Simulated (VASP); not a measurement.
# CdIn2O4 (Fd-3m) in VASP: settings compared

Aim: see how the results for CdIn2O4 move with the level of theory and the settings. Levels: LDA, PBEsol, PBE, r2SCAN. Tasks: single point.

Program: VASP 6.6.1. These are calculated values, not measurements. Logs are shortened: lines on timing, memory, paths and dates and some standing lists are left out, and cuts for length are marked.

## 1. The cell of the first run

The structure is cubic, space group Fd-3m (No. 227). Conventional cell: a = 9.093 Å, b = 9.093 Å, c = 9.093 Å, α = 90.00°, β = 90.00°, γ = 90.00°. Within 2.9 Å of Cd (site symmetry -43m) lie 4 O at 2.17 Å. In (site symmetry -3m) has 6 O at 2.17 Å within 2.9 Å. O (site symmetry 3m) has 3 In at 2.17 Å and 1 Cd at 2.17 Å and 3 O at 2.89 Å within 2.9 Å.

## 2. Single point, LDA

INCAR

```
PREC = Accurate
ENCUT = 600
EDIFF = 1E-6
ISMEAR = -1
SIGMA = 0.02
LREAL = False
LASPH = True
NELM = 120
ALGO = Normal
ISIF = 2
LWAVE = False
LCHARG = False
NBANDS = 75
GGA_COMPAT = False
```

KPOINTS

```
regular mesh
0
Gamma
  4 4 4
```

POSCAR

```
CdIn2O4
1.0
    0.0000000000      4.5462786104      4.5462786104
    4.5462786104      0.0000000000      4.5462786104
    4.5462786104      4.5462786104      0.0000000000
Cd In O
2 4 8
Direct
    0.0000000000      0.0000000000      0.0000000000
    0.2500000000      0.2500000000      0.2500000000
    0.6250000000      0.6250000000      0.6250000000
    0.1250000000      0.6250000000      0.6250000000
    0.6250000000      0.6250000000      0.1250000000
    0.6250000000      0.1250000000      0.6250000000
    0.8624623976      0.8624623976      0.8624623976
    0.8373871929      0.3875376024      0.3875376024
    0.8624623976      0.8624623976      0.4126128071
    0.3875376024      0.8373871929      0.3875376024
    0.4126128071      0.8624623976      0.8624623976
    0.3875376024      0.3875376024      0.3875376024
    0.8624623976      0.4126128071      0.8624623976
    0.3875376024      0.3875376024      0.8373871929
```

Potentials or basis: VASP PAW LDA potentials, release 64 (Cd, In_d, O).

Command:

```sh
> cat potpaw_LDA.64/Cd/POTCAR potpaw_LDA.64/In_d/POTCAR potpaw_LDA.64/O/POTCAR > POTCAR
> mpirun -np 1 vasp_std > vasp.out
```

OUTCAR:

```text
PREC = Accurate
   ENCUT = 600
   EDIFF = 1E-6
   ISMEAR = -1
   LREAL = False
   LASPH = True
   NELM = 120
   ISIF = 2

 ion  position               nearest neighbor table
   1  0.000  0.000  0.000-   9 2.17  11 2.17  13 2.17   7 2.17   4 3.77   5 3.77   3 3.77   4 3.77
                             5 3.77   6 3.77   3 3.77   5 3.77   6 3.77   3 3.77   6 3.77   4 3.77
   2  0.250  0.250  0.250-   8 2.17  10 2.17  14 2.17  12 2.17   5 3.77   6 3.77   4 3.77   3 3.77
                             3 3.77   4 3.77   5 3.77   3 3.77   5 3.77   6 3.77   4 3.77   6 3.77
   3  0.625  0.625  0.625-   8 2.17  10 2.17  11 2.17  13 2.17   9 2.17  14 2.17   4 3.21   5 3.21
                             6 3.21   5 3.21   6 3.21   4 3.21   1 3.77   2 3.77   1 3.77   2 3.77
   4  0.125  0.625  0.625-   7 2.17  12 2.17  10 2.17   9 2.17  13 2.17  14 2.17   3 3.21   5 3.21
                             6 3.21   3 3.21   5 3.21   6 3.21   2 3.77   2 3.77   1 3.77   1 3.77
   5  0.625  0.625  0.125-   7 2.17  12 2.17  10 2.17  11 2.17   8 2.17  13 2.17   3 3.21   3 3.21
                             4 3.21   6 3.21   6 3.21   4 3.21   2 3.77   2 3.77   1 3.77   1 3.77
   6  0.625  0.125  0.625-   7 2.17  12 2.17   9 2.17  11 2.17   8 2.17  14 2.17   3 3.21   5 3.21
                             3 3.21   4 3.21   5 3.21   4 3.21   2 3.77   1 3.77   1 3.77   2 3.77
   7  0.862  0.862  0.862-   5 2.17   4 2.17   6 2.17   1 2.17
   8  0.837  0.388  0.388-   3 2.17   5 2.17   6 2.17   2 2.17
   9  0.862  0.862  0.413-   3 2.17   4 2.17   6 2.17   1 2.17
  10  0.388  0.837  0.388-   3 2.17   4 2.17   5 2.17   2 2.17
  11  0.413  0.862  0.862-   3 2.17   5 2.17   6 2.17   1 2.17
  12  0.388  0.388  0.388-   5 2.17   4 2.17   6 2.17   2 2.17
  13  0.862  0.413  0.862-   3 2.17   4 2.17   5 2.17   1 2.17
  14  0.388  0.388  0.837-   3 2.17   4 2.17   6 2.17   2 2.17

  LATTYP: Found a face centered cubic cell.
 ALAT       =     9.0925572208

  Lattice vectors:

 A1 = (   0.0000000000,   4.5462786104,   4.5462786104)
 A2 = (   4.5462786104,   0.0000000000,   4.5462786104)
 A3 = (   4.5462786104,   4.5462786104,   0.0000000000)

Analysis of symmetry for initial positions (statically):
=====================================================================
 Subroutine PRICEL returns:
 Original cell was already a primitive cell.

 Routine SETGRP: Setting up the symmetry group for a
 face centered cubic supercell.

 Subroutine GETGRP returns: Found 48 space group operations
 (whereof 24 operations were pure point group operations)
 out of a pool of 48 trial point group operations.

The static configuration has the point symmetry T_d .
 The point group associated with its full space group is O_h .

Analysis of symmetry for dynamics (positions and initial velocities):
=====================================================================
 Subroutine PRICEL returns:
 Original cell was already a primitive cell.

 Routine SETGRP: Setting up the symmetry group for a
 face centered cubic supercell.

 Subroutine GETGRP returns: Found 48 space group operations
 (whereof 24 operations were pure point group operations)
 out of a pool of 48 trial point group operations.

The dynamic configuration has the point symmetry T_d .
 The point group associated with its full space group is O_h .

 Subroutine INISYM returns: Found 48 space group operations
 (whereof 24 operations are pure point group operations),
 and found     1 'primitive' translations

----------------------------------------------------------------------------------------

                                     Primitive cell

  volume of cell :     187.9309

  direct lattice vectors                    reciprocal lattice vectors
     0.000000000  4.546278610  4.546278610    -0.109980061  0.109980061  0.109980061
     4.546278610  0.000000000  4.546278610     0.109980061 -0.109980061  0.109980061
     4.546278610  4.546278610  0.000000000     0.109980061  0.109980061 -0.109980061

  length of vectors
     6.429408869  6.429408869  6.429408869     0.190491054  0.190491054  0.190491054

  position of ions in fractional coordinates (direct lattice)
     0.000000000  0.000000000  0.000000000
     0.250000000  0.250000000  0.250000000
     0.625000000  0.625000000  0.625000000
     0.125000000  0.625000000  0.625000000
     0.625000000  0.625000000  0.125000000
     0.625000000  0.125000000  0.625000000
     0.862462398  0.862462398  0.862462398
     0.837387193  0.387537602  0.387537602
     0.862462398  0.862462398  0.412612807
     0.387537602  0.837387193  0.387537602
     0.412612807  0.862462398  0.862462398
     0.387537602  0.387537602  0.387537602
     0.862462398  0.412612807  0.862462398
     0.387537602  0.387537602  0.837387193

  ion indices of the primitive-cell ions
   primitive index   ion index
                 1           1
                 2           2
                 3           3
                 4           4
                 5           5
                 6           6
                 7           7
                 8           8
                 9           9
                10          10
                11          11
                12          12
                13          13
                14          14

----------------------------------------------------------------------------------------

 KPOINTS: regular mesh

Automatic generation of k-mesh.
 Grid dimensions read from file:
 generate k-points for:    4    4    4

 Generating k-lattice:

  Cartesian coordinates                     Fractional coordinates (reciprocal lattice)
    -0.027495015  0.027495015  0.027495015     0.250000000  0.000000000  0.000000000
     0.027495015 -0.027495015  0.027495015     0.000000000  0.250000000  0.000000000
     0.027495015  0.027495015 -0.027495015     0.000000000  0.000000000  0.250000000

  Length of vectors
     0.047622763  0.047622763  0.047622763

  Shift w.r.t. Gamma in fractional coordinates (k-lattice)
     0.000000000  0.000000000  0.000000000

 Subroutine IBZKPT returns following result:
 ===========================================

 Found      8 irreducible k-points:

 Following reciprocal coordinates:
            Coordinates               Weight
  0.000000  0.000000  0.000000      1.000000
  0.250000  0.000000  0.000000      8.000000
  0.500000  0.000000  0.000000      4.000000
  0.250000  0.250000  0.000000      6.000000
  0.500000  0.250000  0.000000     24.000000
 -0.250000  0.250000  0.000000     12.000000
  0.500000  0.500000  0.000000      3.000000
 -0.250000  0.500000  0.250000      6.000000
   k-points           NKPTS =      8   k-points in BZ     NKDIM =      8   number of bands    NBANDS=     75
   number of dos      NEDOS =    301   number of ions     NIONS =     14
   total plane-waves  NPLWV = 157464
   dimension x,y,z NGX =    54 NGY =   54 NGZ =   54
   dimension x,y,z NGXF=   108 NGYF=  108 NGZF=  108
   ions per type =               2   4   8
   NGX,Y,Z   is equivalent  to a cutoff of  13.96, 13.96, 13.96 a.u.
   NGXF,Y,Z  is equivalent  to a cutoff of  27.93, 27.93, 27.93 a.u.
 SYSTEM =  unknown system
   PREC   = accura    normal or accurate (medium, high low for compatibility)
   ISTART =      0    job   : 0-new  1-cont  2-samecut
   ICHARG =      2    charge: 1-file 2-atom 10-const
   ISPIN  =      1    spin polarized calculation?
   LNONCOLLINEAR =      F non collinear calculations
   LSORBIT =      F    spin-orbit coupling
   LASPH  =      T    aspherical Exc in radial PAW
   ENCUT  =  600.0 eV  44.10 Ry    6.64 a.u.  12.84 12.84 12.84*2*pi/ulx,y,z
   NELM   =    120;   NELMIN=  2; NELMDL= -5     # of ELM steps
   EDIFF  = 0.1E-05   stopping-criterion for ELM
   LREAL  =      F    real-space projection
   EDIFFG = 0.1E-04   stopping-criterion for IOM
   NSW    =      0    number of steps for IOM
   IBRION =     -1    ionic relax: 0-MD 1-quasi-New 2-CG
   NFREE  =      0    steps in history (QN), initial steepest desc. (CG)
   ISIF   =      2    stress and relaxation
   ISYM   =      2    0-nonsym 1-usesym 2-fastsym
   POTIM  = 0.5000    time-step for ionic-motion
   TEBEG  =    0.0;   TEEND  =   0.0 temperature during run
   PSTRESS=    0.0 pullay stress
   NELECT =     124.0000    total number of electrons
   NUPDOWN=      -1.0000    fix difference up-down
   EMIN   =  10.00;   EMAX   =-10.00  energy-range for DOS
   EFERMI =   0.00;   METHOD = LEGACY
   ISMEAR =    -1;   SIGMA  =   0.02  broadening in eV -4-tet -1-fermi 0-gaus
   EFERMI_NEDOS =   21; number of points for ismear=-14 and -15
   IALGO  =     38    algorithm
   IMIX   =      4    mixing-type and parameters
     AMIX     =   0.40;   BMIX     =  1.00
     AMIX_MAG =   1.60;   BMIX_MAG =  1.00
  volume/ion in A,a.u.               =      13.42        90.59
  Fermi-wavevector in a.u.,A,eV,Ry     =   1.425223  2.693280 27.636960  2.031259
  Thomas-Fermi vector in A             =   2.545630
   LORBIT       =      0    0 simple, 1 ext, 2 COOP (PROOUT), +10 PAW based schemes
   GGA     = CA    functional components
   LHFCALC =     F    Hartree Fock is set to
   AEXX    =    0.0000 exact exchange contribution
   IVDW    =     0    specifies the selected vdW correction
   LEPSILON=     F    determine dielectric tensor
   LRPA    =     F    only Hartree local field effects (RPA)
 non-spin polarized calculation
  energy-cutoff  :      600.00
  volume of cell :      187.93
 maximum number of plane-waves:      6314
 NGX is ok and might be reduce to    54
   NGX = 25   NGY = 25   NGZ = 25

 number of electron     123.9999983 magnetization

 Free energy of the ion-electron system (eV)
  ---------------------------------------------------
  ext. energy  EPLUGINS =         0.00000000
  ---------------------------------------------------
  free energy    TOTEN  =       -82.75329163 eV

  energy without entropy =      -82.75329163  energy(sigma->0) =      -82.75329163

 E-fermi :   4.1089     XC(G=0): -11.4738

 val. band max:        3.5796511553   @ k =   0.5000   0.0000   0.0000
 cond. band min:       4.6703860312   @ k =   0.0000   0.0000   0.0000
 fundamental gap:      1.0907348759
 Fermi energy:         4.1088682730

 k-point     1 :       0.0000    0.0000    0.0000
  band No.  band energies     occupation
      1     -13.8235      2.00000
      2     -13.1535      2.00000
      3     -13.1535      2.00000
      4     -13.1535      2.00000
      5     -12.7976      2.00000
      6     -12.5429      2.00000
[... 66 lines left out ...]
     73      12.2298      0.00000
     74      12.2298      0.00000

 k-point     2 :       0.2500    0.0000    0.0000
  band No.  band energies     occupation
      1     -13.7142      2.00000
      2     -13.1546      2.00000
      3     -13.0907      2.00000
      4     -13.0907      2.00000
      5     -12.8951      2.00000
      6     -12.6302      2.00000
[... 66 lines left out ...]
     73      12.1625      0.00000
     74      12.5859      0.00000

 k-point     3 :       0.5000    0.0000    0.0000
  band No.  band energies     occupation
      1     -13.5540      2.00000
      2     -13.1196      2.00000
      3     -13.1008      2.00000
      4     -12.9902      2.00000
      5     -12.9902      2.00000
      6     -12.7545      2.00000
[... 374 lines left out ...]
     73      13.2996      0.00000
     74      13.3010      0.00000

 k-point     8 :      -0.2500    0.5000    0.2500
  band No.  band energies     occupation
      1     -13.3257      2.00000
      2     -13.3257      2.00000
      3     -12.9890      2.00000
      4     -12.9890      2.00000
      5     -12.8420      2.00000
      6     -12.8420      2.00000
[... 66 lines left out ...]
     73      12.9447      0.00000
     74      12.9449      0.00000
 [bands above 74 left out]

------------------------ aborting loop because EDIFF is reached ----------------------------------------

  FORCE on cell =-STRESS in cart. coord.  units (eV):
  Direction    XX          YY          ZZ          XY          YZ          ZX
  --------------------------------------------------------------------------------------
  -------------------------------------------------------------------------------------
  Total        1.0224025      1.0224025      1.0224025     -0.0000000      0.0000000      0.0000000
  in kB        8.7163436      8.7163436      8.7163436     -0.0000000      0.0000000      0.0000000
  external PRESSURE =       8.7163436 kB  Pullay stress =       0.0000000 kB

 VOLUME and BASIS-vectors are now :
 -----------------------------------------------------------------------------
  energy-cutoff  :      600.00
  volume of cell :      187.93
      direct lattice vectors                 reciprocal lattice vectors
     0.000000000  4.546278610  4.546278610    -0.109980061  0.109980061  0.109980061
     4.546278610  0.000000000  4.546278610     0.109980061 -0.109980061  0.109980061
     4.546278610  4.546278610  0.000000000     0.109980061  0.109980061 -0.109980061

 POSITION                                       TOTAL-FORCE (eV/Angst)
 -----------------------------------------------------------------------------------
      0.00000      0.00000      0.00000         0.000000      0.000000      0.000000
      2.27314      2.27314      2.27314         0.000000      0.000000      0.000000
      5.68285      5.68285      5.68285         0.000000      0.000000      0.000000
      5.68285      3.40971      3.40971         0.000000      0.000000      0.000000
      3.40971      3.40971      5.68285         0.000000      0.000000      0.000000
      3.40971      5.68285      3.40971         0.000000      0.000000      0.000000
      7.84199      7.84199      7.84199        -0.029108     -0.029108     -0.029108
      3.52371      5.56885      5.56885         0.029108     -0.029108     -0.029108
      5.79685      5.79685      7.84199         0.029108      0.029108     -0.029108
      5.56885      3.52371      5.56885        -0.029108      0.029108     -0.029108
      7.84199      5.79685      5.79685        -0.029108      0.029108      0.029108
      3.52371      3.52371      3.52371         0.029108      0.029108      0.029108
      5.79685      7.84199      5.79685         0.029108     -0.029108      0.029108
      5.56885      5.56885      3.52371        -0.029108     -0.029108      0.029108
 -----------------------------------------------------------------------------------
    total drift:                               -0.000000      0.000000      0.000000

  FREE ENERGIE OF THE ION-ELECTRON SYSTEM (eV)
  ---------------------------------------------------
  free  energy   TOTEN  =       -82.7532916304 eV

  energy  without entropy=      -82.7532916304  energy(sigma->0) =      -82.75329163
```

It took 2 min on 1 thread of Intel Xeon 6975P-C (Granite Rapids), shared host; peak memory 0.37 GiB.

Results:

```yaml
Free_energy: -82.7533 eV
Pressure: 0.9 GPa
Largest_force: 0.050 eV/Å
Band_gap_on_the_k_mesh: 1.09 eV (least direct gap 1.14 eV)
```

Forces in eV/Å, atoms in the order of the input:
```
Cd   0.000  0.000  0.000
Cd   0.000  0.000  0.000
In   0.000  0.000  0.000
In   0.000  0.000  0.000
In   0.000  0.000  0.000
In   0.000  0.000  0.000
O   -0.029 -0.029 -0.029
O    0.029 -0.029 -0.029
O    0.029  0.029 -0.029
O   -0.029  0.029 -0.029
O   -0.029  0.029  0.029
O    0.029  0.029  0.029
O    0.029 -0.029  0.029
O   -0.029 -0.029  0.029
```

Levels at points of the mesh, in eV from the valence-band top:
| k point | band 58 | band 59 | band 60 | band 61 | band 62 | band 63 | band 64 | band 65 | band 66 | band 67 |
| --- | --- | --- | --- | --- | --- | --- | --- | --- | --- | --- |
| (0.00, 0.00, 0.00) | -0.13 | -0.13 | -0.13 | -0.05 | -0.05 | 1.09 | 5.14 | 5.69 | 5.69 | 5.69 |
| (0.50, 0.00, 0.00) | -0.39 | -0.34 | -0.34 | 0.00 | 0.00 | 3.81 | 3.97 | 6.06 | 6.67 | 6.70 |
| (0.50, 0.50, 0.00) | -0.76 | -0.23 | -0.23 | -0.10 | -0.10 | 4.61 | 4.61 | 6.16 | 6.16 | 6.69 |

Caveat: spin-orbit coupling is left out, which moves the levels of the heavy elements. LDA gaps usually lie below the measured ones, often by a third to a half.

[end of part 1 of 2]
